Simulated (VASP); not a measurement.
A run of VASP 6.6.1:

Contents of INCAR:

```
SYSTEM = NiO
PREC     = Accurate       ! precision mode
ENCUT    = 700            ! plane-wave cutoff, eV
EDIFF    = 1E-6           ! SCF threshold, eV
ISMEAR   = 0              ! smearing method
SIGMA    = 0.02           ! smearing width, eV
LREAL    = .False.        ! projectors in reciprocal space
LASPH    = .True.         ! aspherical terms in the spheres
NELM     = 200            ! most SCF steps
ALGO     = Normal         ! electronic algorithm
ISIF     = 2              ! what is computed and relaxed
LWAVE    = .False.        ! write WAVECAR
LCHARG   = .False.        ! write CHGCAR
ISPIN    = 2              ! spin polarisation
MAGMOM   = 1.91 0.21      ! initial moments
LORBIT   = 11             ! projections on sites
LMAXMIX  = 4              ! l up to which the mixer works
LDAU     = .True.         ! DFT+U
LDAUTYPE = 2            
LDAUL    = 2 -1           ! shell
LDAUU    = 6.2 0          ! U, eV
LDAUJ    = 0 0          
LDAUPRINT= 1            
GGA      = PE             ! functional
NBANDS   = 23             ! bands
GGA_COMPAT= .False.
```

KPOINTS

```
Automatic mesh
0
Gamma
  6 6 6
  0 0 0
```

POSCAR

```
NiO
1.0
    0.0000000000      2.1337376285      2.1337376285
    2.1337376285      0.0000000000      2.1337376285
    2.1337376285      2.1337376285      0.0000000000
Ni O
1 1
Direct
    0.0000000000      0.0000000000      0.0000000000
    0.5000000000      0.5000000000      0.5000000000
```

Potentials or basis: VASP PAW PBE potentials, release 64 (Ni_sv_GW, O).

Launch:

```sh
$ cat potpaw_PBE.64/Ni_sv_GW/POTCAR potpaw_PBE.64/O/POTCAR > POTCAR
$ mpirun -np 1 vasp_std > vasp.out
```

Hardware: 1 thread of AMD EPYC 7R43 64-Core Processor (Zen 3), on a shared host.

Task: How long does it take, and how much memory?

Result: It took 68 s on 1 thread of AMD EPYC 7R43 64-Core Processor (Zen 3) (shared host), peak memory 0.16 GiB. Counts: scf iterations 15, k points 16.
